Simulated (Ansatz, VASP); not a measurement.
**One calculation of ZrB, two programs**

The input POSCAR:

```
ZrB
1.0
    3.4709066582     -0.0000003047      0.0000000000
   -1.7354530652      3.0058934926      0.0000000000
    0.0000000000      0.0000000000      8.5105802199
Zr B
3 3
Direct
    0.0000000000      0.0000000000      0.0000000000
    0.3333333333      0.6666666667      0.3333333333
    0.6666666667      0.3333333333      0.6666666667
    0.6666666667      0.3333333333      0.1666666667
    0.0000000000      0.0000000000      0.5000000000
    0.3333333333      0.6666666667      0.8333333333
```

INCAR.step1

```
SYSTEM = ZrB
PREC = Accurate ; ENCUT = 600
ISMEAR = 0 ; SIGMA = 0.1
LREAL = .FALSE. ; LASPH = .TRUE.
NELM = 80 ; GGA = PE
ALGO = Normal ; EDIFF = 1E-4
LWAVE = .TRUE. ; LCHARG = .FALSE.
```

File INCAR.step2:

```
SYSTEM = ZrB
PREC = Accurate ; ENCUT = 600
EDIFF = 1E-6 ; ISMEAR = 0
SIGMA = 0.1 ; LREAL = .FALSE.
LASPH = .TRUE. ; NELM = 80
ALGO = Normal ; ISIF = 3
LWAVE = .FALSE. ; LCHARG = .FALSE.
METAGGA = R2SCAN ; LMIXTAU = .TRUE.
IBRION = 2 ; NSW = 100
EDIFFG = -0.005 ; ISTART = 1
```

KPOINTS

```
Automatic mesh
0
G
  12 12 4
  0 0 0
```

Input for Ansatz:

```yaml
crystal:
  lattice:
    - [3.4709066582, -3.047e-07, 0.0]
    - [-1.7354530652, 3.0058934926, 0.0]
    - [0.0, 0.0, 8.5105802199]
  atoms:
    - { symbol: Zr, position: [0.0, 0.0, 0.0] }
    - { symbol: B, position: [0.6666666667, 0.3333333333, 0.1666666667] }
    - { symbol: Zr, position: [0.3333333333, 0.6666666667, 0.3333333333] }
    - { symbol: B, position: [0.0, 0.0, 0.5] }
    - { symbol: Zr, position: [0.6666666667, 0.3333333333, 0.6666666667] }
    - { symbol: B, position: [0.3333333333, 0.6666666667, 0.8333333333] }
basis:
  ecutwfc: 500
kpoints:
  mp_grid: { grid: [12, 12, 4] }
hamiltonian:
  xc: r2scan
scf:
  occupations: { method: gaussian, width: 0.1 }
output:
  forces: true
  stress: true
  eigenvalues: true
  write_density: true
  write_potential: true
  elf: true
  volumetric_format: npy
relax:
  adjacent_minimum: "off"
  f_tol: 0.005
  max_steps: 80
  cell: { stress_tol: 0.05 }
```

Alike in both runs: task relaxation of cell and atoms; functional r2SCAN; k mesh 12 × 12 × 4; occupations gaussian, width 0.1 eV; no spin polarisation.

|  | VASP | Ansatz |
| --- | --- | --- |
| version | VASP 6.6.1 | Ansatz 0.2.0 |
| potentials or method | VASP PAW PBE potentials, release 64 (Zr_sv, B), cutoff 600 eV | scalar-relativistic, plane waves, PAW |
| valence electrons in the cell | 45 | 45 |

Ansatz gave:

* gap on the k mesh at the Fermi level, each at its own relaxed structure (eV): none
* relaxed volume (Å³/atom): 14.81
* relaxed cell length with the largest relative difference (Å): 8.491

Q: Which values does VASP return?

A: gap on the k mesh at the Fermi level, each at its own relaxed structure (eV): none; relaxed volume (Å³/atom): 14.82; relaxed cell length with the largest relative difference (Å): 8.493.

VASP's potentials were made for PBE, not for r2SCAN. A gap of «none» marks a metal or a gap that the smearing closes.
